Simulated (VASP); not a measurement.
Write the native input for VASP 6.6.1 that does the following.

```
Task                   : relaxation of cell and atoms
Functional             : PBE
Potentials or basis    : VASP PAW PBE potentials, release 64 (Bi_d, Te)
Cutoff                 : 600 eV
k mesh                 : 10 × 10 × 10
Occupations            : gaussian, width 0.1 eV
Spin                   : no spin polarisation
Dipole correction      : no
Further INCAR settings : ALGO = Normal; EDIFF = 1e-06; IBRION = 2; EDIFFG = -0.01; NSW = 100; ISIF = 3
```

The structure of BiTe3 lies in POSCAR:

```
BiTe3
1.0
    4.9097484006      0.0000000000      0.0000000000
    0.0000000000      4.9097484006      0.0000000000
    0.0000000000      0.0000000000      4.9097484006
Bi Te
1 3
Direct
    0.0000000000      0.0000000000      0.0000000000
    0.0000000000      0.5000000000      0.5000000000
    0.5000000000      0.0000000000      0.5000000000
    0.5000000000      0.5000000000      0.0000000000
```

One way to write it, as run:

INCAR

```
PREC = Accurate
ENCUT = 600
EDIFF = 1E-6
ISMEAR = 0
SIGMA = 0.1
LREAL = False
LASPH = True
NELM = 100
ALGO = Normal
ISIF = 3
LWAVE = False
LCHARG = False
GGA = PE
IBRION = 2
NSW = 100
EDIFFG = -0.01
```

KPOINTS

```
Automatic mesh
0
Gamma
  10 10 10
```

Potentials or basis: VASP PAW PBE potentials, release 64 (Bi_d, Te).

Command:

```console
$ cat potpaw_PBE.64/Bi_d/POTCAR potpaw_PBE.64/Te/POTCAR > POTCAR
$ mpirun -np 1 vasp_std > vasp.out
```

It gave:

```yaml
Relaxed_volume: 29.34 Å³/atom
Relaxed_cell: a = 4.896 Å, b = 4.896 Å, c = 4.896 Å, α = 90.00°, β = 90.00°, γ = 90.00°
Space_group_after_relaxing_to_0.05_Å: Pm-3m (No. 221)
Energy_gained_by_relaxing: 0.3 meV/atom
Ionic_steps: 3
Pressure_after_relaxing: 0.0 GPa
```

Wall time 3.2 min on 1 thread of AMD EPYC 7R13 Processor (Zen 3) (shared host), peak memory 0.32 GiB.
